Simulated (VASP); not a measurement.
# ZrHPb3: single point with PBE

ZrHPb3:

```
CELL_PARAMETERS angstrom
4.86097 0.00000 0.00000
0.00000 4.86097 0.00000
0.00000 0.00000 4.86097
ATOMIC_POSITIONS crystal
Zr 0.00000 0.00000 0.00000
H 0.50000 0.50000 0.50000
Pb 0.00000 0.50000 0.50000
Pb 0.50000 0.00000 0.50000
Pb 0.50000 0.50000 0.00000
```

```yaml
Program: VASP 6.6.1
Task: single point
Functional: PBE
Potentials_or_basis: VASP PAW PBE potentials, release 64 (Zr_sv, H, Pb_d)
Cutoff: 520 eV
k_mesh: 8 × 8 × 8
Occupations: gaussian, width 0.1 eV
Spin: no spin polarisation
```

| Property | Result |
| --- | --- |
| Pressure | -0.1 GPa |

Levels at points of the mesh, in eV from the Fermi level:
```tsv
k point	band 24	band 25	band 26	band 27	band 28	band 29	band 30	band 31	band 32	band 33
(0.00, 0.00, 0.00)	-2.93	-2.93	-2.19	0.36	0.36	0.36	0.51	0.51	2.09	2.09
(0.50, 0.00, 0.00)	-2.57	-2.57	-1.83	-1.11	-0.10	-0.10	0.37	0.85	1.51	1.51
(0.50, 0.50, 0.00)	-3.82	-1.53	-1.53	0.06	0.17	0.17	0.56	0.58	1.07	3.90
(0.50, 0.50, 0.50)	-3.45	-3.45	-3.45	0.23	0.90	0.90	1.24	1.24	1.24	3.67
```

It took 58 s on 1 thread of Intel(R) Xeon(R) 6975P-C (Granite Rapids), on a shared host, peak memory 0.27 GiB.

Caveat: spin-orbit coupling is left out, which moves the levels of the heavy elements.
